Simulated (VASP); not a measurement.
# Mn (Im-3m) in VASP: a series of runs, part 3 of 3

VASP 6.6.1. The steps go on from the part before.

## 5. Electric field gradients, PBE, collinear spin, ferromagnetic start (15.35 Å³/atom)

This run uses another cell than the first one, of 15.35 Å³/atom.

The input, INCAR:

```
ALGO     = Normal         # electronic algorithm
EDIFF    = 1E-8           # SCF threshold, eV
ENCUT    = 520            # plane-wave cutoff, eV
GGA      = PE             # functional
ISIF     = 2              # what is computed and relaxed
ISMEAR   = -1             # smearing method
ISPIN    = 2              # spin polarisation
LASPH    = T              # aspherical terms in the spheres
LCHARG   = F              # write CHGCAR
LEFG     = T            
LMAXMIX  = 4              # l up to which the mixer works
LORBIT   = 11             # projections on sites
LREAL    = F              # projectors in reciprocal space
LWAVE    = F              # write WAVECAR
MAGMOM   = 4              # initial moments
NBANDS   = 16             # bands
NELM     = 150            # most SCF steps
PREC     = Accurate       # precision mode
SIGMA    = 0.03           # smearing width, eV
```

The input, KPOINTS:

```
k-points
0
Gamma
  19 19 19
```

The input, POSCAR:

```
Mn
1.0
   -1.5657585877      1.5657585877      1.5657585877
    1.5657585877     -1.5657585877      1.5657585877
    1.5657585877      1.5657585877     -1.5657585877
Mn
1
Direct
    0.0000000000      0.0000000000      0.0000000000
```

Potentials or basis: VASP PAW PBE potentials, release 64 (Mn_pv).

Launch:

```
$ cat potpaw_PBE.64/Mn_pv/POTCAR > POTCAR
$ mpirun -np 1 vasp_std > vasp.out
```

OUTCAR:

```text
EDIFF = 1E-8
   ENCUT = 520
   GGA = PE
   ISIF = 2
   ISMEAR = -1
   ISPIN = 2
   LASPH = T
   LORBIT = 11
   LREAL = F
   NELM = 150
   PREC = Accurate

 ion  position               nearest neighbor table
   1  0.000  0.000  0.000-

  LATTYP: Found a body centered cubic cell.
 ALAT       =     3.1315171754

  Lattice vectors:

 A1 = (  -1.5657585877,   1.5657585877,   1.5657585877)
 A2 = (   1.5657585877,  -1.5657585877,   1.5657585877)
 A3 = (   1.5657585877,   1.5657585877,  -1.5657585877)

Analysis of symmetry for initial positions (statically):
=====================================================================
 Subroutine PRICEL returns:
 Original cell was already a primitive cell.

 Routine SETGRP: Setting up the symmetry group for a
 body centered cubic supercell.

 Subroutine GETGRP returns: Found 48 space group operations
 (whereof 48 operations were pure point group operations)
 out of a pool of 48 trial point group operations.

The static configuration has the point symmetry O_h .

Analysis of symmetry for dynamics (positions and initial velocities):
=====================================================================
 Subroutine PRICEL returns:
 Original cell was already a primitive cell.

 Routine SETGRP: Setting up the symmetry group for a
 body centered cubic supercell.

 Subroutine GETGRP returns: Found 48 space group operations
 (whereof 48 operations were pure point group operations)
 out of a pool of 48 trial point group operations.

The dynamic configuration has the point symmetry O_h .

Analysis of structural, dynamic, and magnetic symmetry:
=====================================================================
 Subroutine PRICEL returns:
 Original cell was already a primitive cell.

 Routine SETGRP: Setting up the symmetry group for a
 body centered cubic supercell.

 Subroutine GETGRP returns: Found 48 space group operations
 (whereof 48 operations were pure point group operations)
 out of a pool of 48 trial point group operations.

The overall configuration has the point symmetry O_h .

 Subroutine INISYM returns: Found 48 space group operations
 (whereof 48 operations are pure point group operations),
 and found     1 'primitive' translations

----------------------------------------------------------------------------------------

                                     Primitive cell

  volume of cell :      15.3545

  direct lattice vectors                    reciprocal lattice vectors
    -1.565758588  1.565758588  1.565758588     0.000000000  0.319334030  0.319334030
     1.565758588 -1.565758588  1.565758588     0.319334030  0.000000000  0.319334030
     1.565758588  1.565758588 -1.565758588     0.319334030  0.319334030  0.000000000

  length of vectors
     2.711973426  2.711973426  2.711973426     0.451606516  0.451606516  0.451606516

  position of ions in fractional coordinates (direct lattice)
     0.000000000  0.000000000  0.000000000

  ion indices of the primitive-cell ions
   primitive index   ion index
                 1           1

----------------------------------------------------------------------------------------

 KPOINTS: k-points

[... 91 lines left out ...]
   LORBIT       =     11    0 simple, 1 ext, 2 COOP (PROOUT), +10 PAW based schemes
   GGA     = PE    functional components
   LHFCALC =     F    Hartree Fock is set to
   AEXX    =    0.0000 exact exchange contribution
   IVDW    =     0    specifies the selected vdW correction
   LEPSILON=     F    determine dielectric tensor
   LRPA    =     F    only Hartree local field effects (RPA)
 spin polarized calculation
  energy-cutoff  :      520.00
  volume of cell :       15.35
 maximum number of plane-waves:       426
   NGX =  9   NGY =  9   NGZ =  9

 number of electron      13.0000020 magnetization       3.5823592

 Free energy of the ion-electron system (eV)
  ---------------------------------------------------
  ext. energy  EPLUGINS =         0.00000000
  ---------------------------------------------------
  free energy    TOTEN  =        -8.30578156 eV

  energy without entropy =       -8.30106046  energy(sigma->0) =       -8.30342101

 E-fermi :   6.7357     XC(G=0): -11.8774

 val. band max:        6.7339330458   @ k =  -0.3158  -0.4211   0.0526
 cond. band min:       6.7371028512   @ k =   0.2105   0.1579   0.1053
 fundamental gap:      0.0031698054
 Fermi energy:         6.7356517395

 spin component 1

 k-point     1 :       0.0000    0.0000    0.0000
  band No.  band energies     occupation
      1     -42.3269      1.00000
      2     -42.3269      1.00000
      3     -42.3269      1.00000
      4      -0.7758      1.00000
      5       4.6413      1.00000
      6       4.6413      1.00000
[... 435 lines left out ...]
      5       3.9639      1.00000
      6       4.7677      1.00000
[... 8 lines left out ...]
     15      32.4275      0.00000
     16      36.6004      0.00000

 [... further k-points ...]

 spin component 2

 k-point     1 :       0.0000    0.0000    0.0000
  band No.  band energies     occupation
      1     -38.6033      1.00000
      2     -38.6033      1.00000
      3     -38.6033      1.00000
      4      -0.0674      1.00000
      5       7.9125      0.00000
      6       7.9125      0.00000
[... 435 lines left out ...]
      5       6.8611      0.01503
      6       7.0011      0.00014
[... 8 lines left out ...]
     15      33.2251      0.00000
     16      37.7660      0.00000

 [... further k-points ...]

------------------------ aborting loop because EDIFF is reached ----------------------------------------

  FORCE on cell =-STRESS in cart. coord.  units (eV):
  Direction    XX          YY          ZZ          XY          YZ          ZX
  --------------------------------------------------------------------------------------
  -------------------------------------------------------------------------------------
  Total       -0.3719460     -0.3719460     -0.3719460      0.0000000     -0.0000000      0.0000000
  in kB      -38.8111078    -38.8111078    -38.8111078      0.0000000     -0.0000000      0.0000000
  external PRESSURE =     -38.8111078 kB  Pullay stress =       0.0000000 kB

 VOLUME and BASIS-vectors are now :
 -----------------------------------------------------------------------------
  energy-cutoff  :      520.00
  volume of cell :       15.35
      direct lattice vectors                 reciprocal lattice vectors
    -1.565758588  1.565758588  1.565758588     0.000000000  0.319334030  0.319334030
     1.565758588 -1.565758588  1.565758588     0.319334030  0.000000000  0.319334030
     1.565758588  1.565758588 -1.565758588     0.319334030  0.319334030  0.000000000

 POSITION                                       TOTAL-FORCE (eV/Angst)
 -----------------------------------------------------------------------------------
      0.00000      0.00000      0.00000        -0.000000      0.000000     -0.000000
 -----------------------------------------------------------------------------------
    total drift:                                0.000000     -0.000000      0.000000

  FREE ENERGIE OF THE ION-ELECTRON SYSTEM (eV)
  ---------------------------------------------------
  free  energy   TOTEN  =        -8.3057815618 eV

  energy  without entropy=       -8.3010604633  energy(sigma->0) =       -8.30342101

 Electric field gradients (V/A^2)
---------------------------------------------------------------------
 ion       V_xx      V_yy      V_zz      V_xy      V_xz      V_yz
---------------------------------------------------------------------
   1       0.000     0.000     0.000    -0.006    -0.006    -0.006
---------------------------------------------------------------------

 Electric field gradients after diagonalization (V/A^2)
 (convention: |V_zz| > |V_xx| > |V_yy|)
----------------------------------------------------------------------
 ion       V_xx      V_yy      V_zz     asymmetry (V_yy - V_xx)/ V_zz
----------------------------------------------------------------------
   1       0.006     0.006    -0.012       0.000
----------------------------------------------------------------------

           NMR quadrupolar parameters

 Cq : quadrupolar parameter    Cq=e*Q*V_zz/h
 eta: asymmetry parameters     (V_yy - V_xx)/ V_zz
 Q  : nuclear electric quadrupole moment in mb (millibarn)
----------------------------------------------------------------------
 ion       Cq(MHz)       eta       Q (mb)
----------------------------------------------------------------------
   1      -0.000       0.000       1.000
----------------------------------------------------------------------

 total charge

# of ion       s       p       d       tot
------------------------------------------
    1        0.321   6.219   4.976  11.517

 magnetization (x)

# of ion       s       p       d       tot
------------------------------------------
    1       -0.004   0.005   3.472   3.474
```

It took 1.7 min on 1 thread of Intel Xeon Platinum 8124M at 3.00GHz (Skylake/Cascade Lake), shared host; peak memory 0.19 GiB.

What came out:

```
Free energy                                           : -8.3058 eV
Pressure                                              : -3.9 GPa
Net moment                                            : 3.58 μB per cell
Site moments                                          : Mn +3.47 μB
Largest electric field gradient by atom               : under 0.05 V/Å² on every atom
Valence electrons inside the program's atomic spheres : Mn 11.52
```

Levels at points of the mesh, in eV from the Fermi level:
Spin up:
| k point | band 4 | band 5 | band 6 | band 7 | band 8 | band 9 | band 10 | band 11 | band 12 | band 13 |
| --- | --- | --- | --- | --- | --- | --- | --- | --- | --- | --- |
| (0.00, 0.00, 0.00) | -7.51 | -2.09 | -2.09 | -2.09 | -0.86 | -0.86 | 20.31 | 20.31 | 20.31 | 24.96 |
Spin down:
```tsv
k point	band 2	band 3	band 4	band 5	band 6	band 7	band 8	band 9
(0.00, 0.00, 0.00)	-45.34	-45.34	-6.80	1.18	1.18	1.18	2.46	2.46
```

Caveat: the cell stands under tension.

## 6. Electric field gradients, PBE, collinear spin, ferromagnetic start (15.35 Å³/atom)

This run uses another cell than the first one, of 15.35 Å³/atom.

The input, INCAR:

```
SYSTEM = Mn
  ALGO = Normal
  EDIFF = 1E-8
  ENCUT = 520
  GGA = PE
  ISIF = 2
  ISMEAR = -1
  ISPIN = 2
  LASPH = .TRUE.
  LCHARG = .FALSE.
  LEFG = .TRUE.
  LMAXMIX = 4
  LORBIT = 11
  LREAL = .FALSE.
  LWAVE = .FALSE.
  MAGMOM = 4
  NBANDS = 16
  NELM = 150
  PREC = Accurate
  SIGMA = 0.03
```

The input, KPOINTS:

```
k-points
0
G
  19 19 19
  0 0 0
```

POSCAR is that of step 5.

Potentials or basis: VASP PAW PBE potentials, release 64 (Mn_pv).

Launch:

```
$ cat potpaw_PBE.64/Mn_pv/POTCAR > POTCAR
$ mpirun -np 1 vasp_std > vasp.out
```

OUTCAR:

```text
SYSTEM = Mn
   EDIFF = 1E-8
   ENCUT = 520
   GGA = PE
   ISIF = 2
   ISMEAR = -1
   ISPIN = 2
   LASPH = .TRUE.
   LORBIT = 11
   LREAL = .FALSE.
   NELM = 150
   PREC = Accurate

 ion  position               nearest neighbor table
   1  0.000  0.000  0.000-

  LATTYP: Found a body centered cubic cell.
 ALAT       =     3.1315171754

  Lattice vectors:

 A1 = (  -1.5657585877,   1.5657585877,   1.5657585877)
 A2 = (   1.5657585877,  -1.5657585877,   1.5657585877)
 A3 = (   1.5657585877,   1.5657585877,  -1.5657585877)
[... 1143 lines left out ...]

 Electric field gradients (V/A^2)
---------------------------------------------------------------------
 ion       V_xx      V_yy      V_zz      V_xy      V_xz      V_yz
---------------------------------------------------------------------
   1       0.000     0.000     0.000    -0.006    -0.006    -0.006
---------------------------------------------------------------------

 Electric field gradients after diagonalization (V/A^2)
 (convention: |V_zz| > |V_xx| > |V_yy|)
----------------------------------------------------------------------
 ion       V_xx      V_yy      V_zz     asymmetry (V_yy - V_xx)/ V_zz
----------------------------------------------------------------------
   1       0.006     0.006    -0.012       0.000
----------------------------------------------------------------------

           NMR quadrupolar parameters

 Cq : quadrupolar parameter    Cq=e*Q*V_zz/h
 eta: asymmetry parameters     (V_yy - V_xx)/ V_zz
 Q  : nuclear electric quadrupole moment in mb (millibarn)
----------------------------------------------------------------------
 ion       Cq(MHz)       eta       Q (mb)
----------------------------------------------------------------------
   1      -0.000       0.000       1.000
----------------------------------------------------------------------

 total charge

# of ion       s       p       d       tot
------------------------------------------
    1        0.321   6.219   4.976  11.517

 magnetization (x)

# of ion       s       p       d       tot
------------------------------------------
    1       -0.004   0.005   3.472   3.474
```

stdout:

```text
POSCAR found type information on POSCAR Mn
 POSCAR found :  1 types and       1 ions
 scaLAPACK will be used
 LDA part: xc-table for (Slater+PW92), standard interpolation
 POSCAR, INCAR and KPOINTS ok, starting setup
 FFT: planning ... GRIDC
 FFT: planning ... GRID_SOFT
 FFT: planning ... GRID
 WAVECAR not read
 entering main loop
ion   1
```

Run time: 96 s. Hardware: 1 thread of Intel Xeon Platinum 8124M at 3.00GHz (Skylake/Cascade Lake), shared host; peak memory 0.19 GiB.

What came out:

```
Free energy                                           : -8.3058 eV
Pressure                                              : -3.9 GPa
Net moment                                            : 3.58 μB per cell
Site moments                                          : Mn +3.47 μB
Largest electric field gradient by atom               : under 0.05 V/Å² on every atom
Valence electrons inside the program's atomic spheres : Mn 11.52
```

Caveat: the cell stands under tension.

## 7. The runs side by side

| cell | gap on the mesh (eV) | pressure (GPa) | moment (μB) |
| --- | --- | --- | --- |
| a = 2.668 Å, angles 109.5°, 1 atom | none | -15.3 | 2.79 |
| a = 2.690 Å, angles 109.5°, 1 atom | none | -3.3 | 3.49 |
| a = 2.712 Å, angles 109.5°, 1 atom | none | -3.9 | 3.58 |

Alike in all rows: task electric field gradients; level PBE; potentials or basis VASP PAW PBE potentials, release 64 (Mn_pv); spin collinear, ferromagnetic start; k mesh 19 × 19 × 19; cutoff (eV) 520; smearing fermi-dirac 0.03 eV.

Caveats: the cell stands under tension.

Absolute energies hang on the potentials; compare differences alone.
